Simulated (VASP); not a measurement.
# Ag in VASP: a series of runs

Ag is run at these levels: PBE; tasks: single point, relaxation of cell and atoms.

Program: VASP 6.6.1. These are calculated values, not measurements. Logs are shortened: lines on timing, memory, paths and dates and some standing lists are left out, and cuts for length are marked.

## (1) The cell of the first run

It takes space group Fm-3m (No. 225, cubic). Conventional cell: a = 4.151 Å, b = 4.151 Å, c = 4.151 Å, α = 90.00°, β = 90.00°, γ = 90.00°. Ag (site symmetry m-3m) has 12 Ag at 2.94 Å within 3.9 Å.

## (2) Single point, PBE

File INCAR:

```
ALGO     = Normal         # electronic algorithm
EDIFF    = 1E-6           # SCF threshold, eV
ENCUT    = 520            # plane-wave cutoff, eV
GGA      = PE             # functional
ISIF     = 2              # what is computed and relaxed
ISMEAR   = 0              # smearing method
LASPH    = True           # aspherical terms in the spheres
LCHARG   = False          # write CHGCAR
LREAL    = False          # projectors in reciprocal space
LWAVE    = False          # write WAVECAR
NBANDS   = 12             # bands
NELM     = 60             # most SCF steps
PREC     = Accurate       # precision mode
SIGMA    = 0.1            # smearing width, eV
```

File KPOINTS:

```
k-points
0
Gamma
  8 8 8
```

File POSCAR:

```
Ag
1.0
    0.0000000000      2.0756050217      2.0756050217
    2.0756050217      0.0000000000      2.0756050217
    2.0756050217      2.0756050217      0.0000000000
Ag
1
Direct
    0.5000000000      0.5000000000      0.5000000000
```

Potentials or basis: VASP PAW PBE potentials, release 64 (Ag).

Command:

```bash
$ cat potpaw_PBE.64/Ag/POTCAR > POTCAR
$ mpirun -np 1 vasp_std > vasp.out
```

OUTCAR:

```text
EDIFF = 1E-6
   ENCUT = 520
   GGA = PE
   ISIF = 2
   ISMEAR = 0
   LASPH = True
   LREAL = False
   NELM = 60
   PREC = Accurate

 ion  position               nearest neighbor table
   1  0.500  0.500  0.500-

  LATTYP: Found a face centered cubic cell.
 ALAT       =     4.1512100434

  Lattice vectors:

 A1 = (   0.0000000000,   2.0756050217,   2.0756050217)
 A2 = (   2.0756050217,   0.0000000000,   2.0756050217)
 A3 = (   2.0756050217,   2.0756050217,   0.0000000000)

Analysis of symmetry for initial positions (statically):
=====================================================================
 Subroutine PRICEL returns:
 Original cell was already a primitive cell.

 Routine SETGRP: Setting up the symmetry group for a
 face centered cubic supercell.

 Subroutine GETGRP returns: Found 48 space group operations
 (whereof 48 operations were pure point group operations)
 out of a pool of 48 trial point group operations.

The static configuration has the point symmetry O_h .

Analysis of symmetry for dynamics (positions and initial velocities):
=====================================================================
 Subroutine PRICEL returns:
 Original cell was already a primitive cell.

 Routine SETGRP: Setting up the symmetry group for a
 face centered cubic supercell.

 Subroutine GETGRP returns: Found 48 space group operations
 (whereof 48 operations were pure point group operations)
 out of a pool of 48 trial point group operations.

The dynamic configuration has the point symmetry O_h .

 Subroutine INISYM returns: Found 48 space group operations
 (whereof 48 operations are pure point group operations),
 and found     1 'primitive' translations

----------------------------------------------------------------------------------------

                                     Primitive cell

  volume of cell :      17.8840

  direct lattice vectors                    reciprocal lattice vectors
     0.000000000  2.075605022  2.075605022    -0.240893616  0.240893616  0.240893616
     2.075605022  0.000000000  2.075605022     0.240893616 -0.240893616  0.240893616
     2.075605022  2.075605022  0.000000000     0.240893616  0.240893616 -0.240893616

  length of vectors
     2.935348772  2.935348772  2.935348772     0.417239983  0.417239983  0.417239983

  position of ions in fractional coordinates (direct lattice)
     0.500000000  0.500000000  0.500000000

  ion indices of the primitive-cell ions
   primitive index   ion index
                 1           1

----------------------------------------------------------------------------------------

 KPOINTS: k-points

Automatic generation of k-mesh.
 Grid dimensions read from file:
 generate k-points for:    8    8    8

 Generating k-lattice:

  Cartesian coordinates                     Fractional coordinates (reciprocal lattice)
    -0.030111702  0.030111702  0.030111702     0.125000000  0.000000000  0.000000000
     0.030111702 -0.030111702  0.030111702     0.000000000  0.125000000  0.000000000
     0.030111702  0.030111702 -0.030111702     0.000000000  0.000000000  0.125000000

  Length of vectors
     0.052154998  0.052154998  0.052154998

  Shift w.r.t. Gamma in fractional coordinates (k-lattice)
     0.000000000  0.000000000  0.000000000

 Subroutine IBZKPT returns following result:
 ===========================================

 Found     29 irreducible k-points:

 Following reciprocal coordinates:
            Coordinates               Weight
  0.000000  0.000000  0.000000      1.000000
  0.125000  0.000000  0.000000      8.000000
  0.250000  0.000000  0.000000      8.000000
  0.375000  0.000000  0.000000      8.000000
  0.500000  0.000000  0.000000      4.000000
  0.125000  0.125000  0.000000      6.000000
[... 16 lines left out ...]
  0.500000  0.250000  0.125000     48.000000
 -0.375000  0.250000  0.125000     24.000000
 [... further k-points ...]
   k-points           NKPTS =     29   k-points in BZ     NKDIM =     29   number of bands    NBANDS=     12
   number of dos      NEDOS =    301   number of ions     NIONS =      1
   total plane-waves  NPLWV =  13824
   dimension x,y,z NGX =    24 NGY =   24 NGZ =   24
   dimension x,y,z NGXF=    48 NGYF=   48 NGZF=   48
   ions per type =               1
   NGX,Y,Z   is equivalent  to a cutoff of  13.59, 13.59, 13.59 a.u.
   NGXF,Y,Z  is equivalent  to a cutoff of  27.19, 27.19, 27.19 a.u.
 SYSTEM =  unknown system
   PREC   = accura    normal or accurate (medium, high low for compatibility)
   ISTART =      0    job   : 0-new  1-cont  2-samecut
   ICHARG =      2    charge: 1-file 2-atom 10-const
   ISPIN  =      1    spin polarized calculation?
   LNONCOLLINEAR =      F non collinear calculations
   LSORBIT =      F    spin-orbit coupling
   LASPH  =      T    aspherical Exc in radial PAW
   ENCUT  =  520.0 eV  38.22 Ry    6.18 a.u.   5.46  5.46  5.46*2*pi/ulx,y,z
   NELM   =     60;   NELMIN=  2; NELMDL= -5     # of ELM steps
   EDIFF  = 0.1E-05   stopping-criterion for ELM
   LREAL  =      F    real-space projection
   EDIFFG = 0.1E-04   stopping-criterion for IOM
   NSW    =      0    number of steps for IOM
   IBRION =     -1    ionic relax: 0-MD 1-quasi-New 2-CG
   NFREE  =      0    steps in history (QN), initial steepest desc. (CG)
   ISIF   =      2    stress and relaxation
   ISYM   =      2    0-nonsym 1-usesym 2-fastsym
   POTIM  = 0.5000    time-step for ionic-motion
   TEBEG  =    0.0;   TEEND  =   0.0 temperature during run
   PSTRESS=    0.0 pullay stress
   NELECT =      11.0000    total number of electrons
   NUPDOWN=      -1.0000    fix difference up-down
   EMIN   =  10.00;   EMAX   =-10.00  energy-range for DOS
   EFERMI =   0.00;   METHOD = LEGACY
   ISMEAR =     0;   SIGMA  =   0.10  broadening in eV -4-tet -1-fermi 0-gaus
   EFERMI_NEDOS =   21; number of points for ismear=-14 and -15
   IALGO  =     38    algorithm
   IMIX   =      4    mixing-type and parameters
     AMIX     =   0.40;   BMIX     =  1.00
     AMIX_MAG =   1.60;   BMIX_MAG =  1.00
  volume/ion in A,a.u.               =      17.88       120.69
  Fermi-wavevector in a.u.,A,eV,Ry     =   1.392251  2.630974 26.373045  1.938364
  Thomas-Fermi vector in A             =   2.516012
   LORBIT       =      0    0 simple, 1 ext, 2 COOP (PROOUT), +10 PAW based schemes
   GGA     = PE    functional components
   LHFCALC =     F    Hartree Fock is set to
   AEXX    =    0.0000 exact exchange contribution
   IVDW    =     0    specifies the selected vdW correction
   LEPSILON=     F    determine dielectric tensor
   LRPA    =     F    only Hartree local field effects (RPA)
 non-spin polarized calculation
 Gauss-broadening in eV      SIGMA  =   0.10
  energy-cutoff  :      520.00
  volume of cell :       17.88
 maximum number of plane-waves:       531
 NGX is ok and might be reduce to    24

 number of electron      11.0000000 magnetization

 Free energy of the ion-electron system (eV)
  ---------------------------------------------------
  ext. energy  EPLUGINS =         0.00000000
  ---------------------------------------------------
  free energy    TOTEN  =        -2.69155209 eV

  energy without entropy =       -2.68845059  energy(sigma->0) =       -2.69000134

 E-fermi :   7.5728     XC(G=0): -11.9255

 val. band max:        7.5151313952   @ k =   0.5000   0.0000   0.0000
 cond. band min:       7.9864223282   @ k =   0.5000   0.3750   0.1250
 fundamental gap:      0.4712909329
 Fermi energy:         7.5727635565

 k-point     1 :       0.0000    0.0000    0.0000
  band No.  band energies     occupation
      1       0.3615      2.00000
      2       3.1531      2.00000
      3       3.1531      2.00000
      4       3.1531      2.00000
      5       4.1034      2.00000
      6       4.1034      2.00000
      7      23.6986      0.00000
      8      26.9938      0.00000
      9      26.9938      0.00000
     10      26.9938      0.00000
     11      31.6862      0.00000
     12      32.5362      0.00000

 k-point     2 :       0.1250    0.0000    0.0000
  band No.  band energies     occupation
      1       0.8149      2.00000
      2       3.0748      2.00000
      3       3.2623      2.00000
      4       3.2623      2.00000
      5       4.0729      2.00000
      6       4.0729      2.00000
      7      23.0329      0.00000
      8      24.6805      0.00000
      9      27.0803      0.00000
     10      27.0803      0.00000
     11      30.6691      0.00000
     12      32.0034      0.00000

 k-point     3 :       0.2500    0.0000    0.0000
  band No.  band energies     occupation
      1       1.6880      2.00000
      2       3.3387      2.00000
      3       3.3387      2.00000
      4       3.4086      2.00000
      5       4.2204      2.00000
      6       4.2204      2.00000
      7      18.5702      0.00000
      8      24.2173      0.00000
      9      26.8254      0.00000
     10      26.8254      0.00000
     11      30.1776      0.00000
     12      30.5751      0.00000
[... 286 lines left out ...]
 k-point    23 :       0.5000    0.2500    0.1250
  band No.  band energies     occupation
      1       2.3549      2.00000
      2       2.8809      2.00000
      3       3.2010      2.00000
      4       3.8766      2.00000
      5       4.5746      2.00000
      6       7.4926      1.74305
      7      14.8814      0.00000
      8      19.2034      0.00000
      9      21.4913      0.00000
     10      26.4413      0.00000
     11      29.8280      0.00000
     12      33.0502      0.00000

 k-point    24 :      -0.3750    0.2500    0.1250
  band No.  band energies     occupation
      1       2.3019      2.00000
      2       2.7467      2.00000
      3       3.5710      2.00000
      4       3.7108      2.00000
      5       4.7672      2.00000
      6      10.0312      0.00000
      7      11.5075      0.00000
      8      19.7873      0.00000
      9      20.0397      0.00000
     10      25.8932      0.00000
     11      30.4453      0.00000
     12      34.5084      0.00000

 [... further k-points ...]
[... 5 lines left out ...]
  --------------------------------------------------------------------------------------
  -------------------------------------------------------------------------------------
  Total        0.0207841      0.0207841      0.0207841      0.0000000      0.0000000      0.0000000
  in kB        1.8619890      1.8619890      1.8619890      0.0000000      0.0000000      0.0000000
  external PRESSURE =       1.8619890 kB  Pullay stress =       0.0000000 kB

 VOLUME and BASIS-vectors are now :
 -----------------------------------------------------------------------------
  energy-cutoff  :      520.00
  volume of cell :       17.88
      direct lattice vectors                 reciprocal lattice vectors
     0.000000000  2.075605022  2.075605022    -0.240893616  0.240893616  0.240893616
     2.075605022  0.000000000  2.075605022     0.240893616 -0.240893616  0.240893616
     2.075605022  2.075605022  0.000000000     0.240893616  0.240893616 -0.240893616

 POSITION                                       TOTAL-FORCE (eV/Angst)
 -----------------------------------------------------------------------------------
      2.07561      2.07561      2.07561        -0.000000     -0.000000      0.000000
 -----------------------------------------------------------------------------------
    total drift:                               -0.000000     -0.000000      0.000000

  FREE ENERGIE OF THE ION-ELECTRON SYSTEM (eV)
  ---------------------------------------------------
  free  energy   TOTEN  =        -2.6915520890 eV

  energy  without entropy=       -2.6884505941  energy(sigma->0) =       -2.69000134
```

It took 3.2 s on 1 thread of Intel Xeon 6975P-C (Granite Rapids), shared host; peak memory 0.14 GiB.

Results:

```yaml
Free_energy: -2.6916 eV
Pressure: 0.2 GPa
```

## (3) Single point, PBE

This run uses another cell than the first one, of 17.84 Å³/atom, 0.997 times its volume.

File INCAR:

```
SYSTEM = Ag
PREC = Accurate
ENCUT = 520
EDIFF = 1E-6
ISMEAR = 0
SIGMA = 0.1
LREAL = .False.
LASPH = .True.
NELM = 80
ALGO = Fast
ISIF = 2
LWAVE = .False.
LCHARG = .False.
GGA = PE
NBANDS = 12
```

File KPOINTS:

```
regular mesh
0
Gamma
  22 22 22
  0 0 0
```

File POSCAR:

```
Ag
1.0
    0.0000000000      2.0738008241      2.0738008241
    2.0738008241      0.0000000000      2.0738008241
    2.0738008241      2.0738008241      0.0000000000
Ag
1
Direct
    0.5000000000      0.5000000000      0.5000000000
```

Potentials or basis: VASP PAW PBE potentials, release 64 (Ag).

Command:

```bash
$ cat potpaw_PBE.64/Ag/POTCAR > POTCAR
$ mpirun -np 1 vasp_std > vasp.out
```

Wall time 22 s (1 thread of Intel Xeon 6975P-C (Granite Rapids), shared host); peak memory 0.19 GiB.

Results (log left out):

```yaml
Free_energy: -2.7204 eV
Pressure: -0.1 GPa
```

Levels at points of the mesh, in eV from the Fermi level:
| k point | band 2 | band 3 | band 4 | band 5 | band 6 | band 7 | band 8 | band 9 | band 10 | band 11 |
| --- | --- | --- | --- | --- | --- | --- | --- | --- | --- | --- |
| (0.00, 0.00, 0.00) | -4.69 | -4.69 | -4.69 | -3.73 | -3.73 | 15.88 | 19.19 | 19.19 | 19.19 | 23.89 |
| (0.50, 0.00, 0.00) | -4.71 | -4.71 | -3.00 | -3.00 | -0.32 | 3.32 | 15.11 | 17.37 | 17.37 | 22.18 |
| (0.50, 0.50, 0.00) | -6.07 | -3.03 | -2.81 | -2.81 | 1.61 | 6.36 | 10.40 | 10.40 | 16.61 | 16.63 |

## (4) Single point, PBE

This run uses another cell than the first one: it holds 4 atoms, not 1.

File INCAR:

```
PREC = Accurate
ENCUT = 520
EDIFF = 1E-6
ISMEAR = 0
SIGMA = 0.2
LREAL = F
LASPH = T
NELM = 80
ALGO = Fast
ISIF = 2
LWAVE = F
LCHARG = F
GGA = PE
NBANDS = 30
```

File KPOINTS:

```
regular mesh
0
Gamma
  8 4 4
```

File POSCAR:

```
Ag
1.0
    0.0006649610      0.0018385730      2.9490529643
   -5.8619305334      0.0067588641     -0.0061414404
    2.9268930259     -4.1413606109      0.0069557131
Ag
4
Direct
    0.7500037611      0.7500094938      0.0000176305
    0.2500021551      0.2500095227      0.5000029119
    0.2499846807      0.7500001077      0.4999946502
    0.7500094031      0.2499808758     -0.0000151927
```

Command:

```bash
$ cat potpaw_PBE.64/Ag/POTCAR > POTCAR
$ mpirun -np 1 vasp_std > vasp.out
```

Wall time 59 s (1 thread of Intel Xeon 6975P-C (Granite Rapids), shared host); peak memory 0.26 GiB.

Results (log left out):

- Free energy: -10.8947 eV
- Pressure: 0.0 GPa
- Band gap on the k mesh: zero (band 22 reaches 10.03 eV, above the bottom of band 23 at 5.61 eV)

Stress tensor (GPa, compression positive):
```
-0.11  0.01 -0.03
 0.01  0.10  0.02
-0.03  0.02  0.06
```

Levels at points of the mesh, in eV from the Fermi level:
```tsv
k point	band 19	band 20	band 21	band 22	band 23	band 24	band 25	band 26
(0.00, 0.00, 0.00)	-2.87	-2.68	-2.67	-0.17	-0.17	1.78	3.47	3.47
(0.50, 0.00, 0.00)	-2.69	-2.69	-0.55	-0.55	5.84	5.84	5.88	5.88
(0.00, 0.50, 0.00)	-3.49	-3.49	-2.82	-2.82	1.08	1.08	6.01	6.01
(0.50, 0.50, 0.00)	-2.83	-2.83	1.01	1.01	1.02	1.02	5.95	5.95
(0.00, 0.00, 0.50)	-3.57	-3.57	-3.27	-3.27	-0.48	-0.48	9.13	9.13
(0.50, 0.00, 0.50)	-2.67	-2.67	-0.21	-0.21	1.69	1.72	3.39	3.39
(0.00, 0.50, 0.50)	-3.49	-3.49	-2.82	-2.82	1.08	1.08	6.01	6.01
(0.50, 0.50, 0.50)	-2.83	-2.83	1.00	1.00	1.02	1.02	5.96	5.96
```

Caveat: the k points lie up to 0.38 Å⁻¹ apart.

(Part 1 of 2 ends here.)
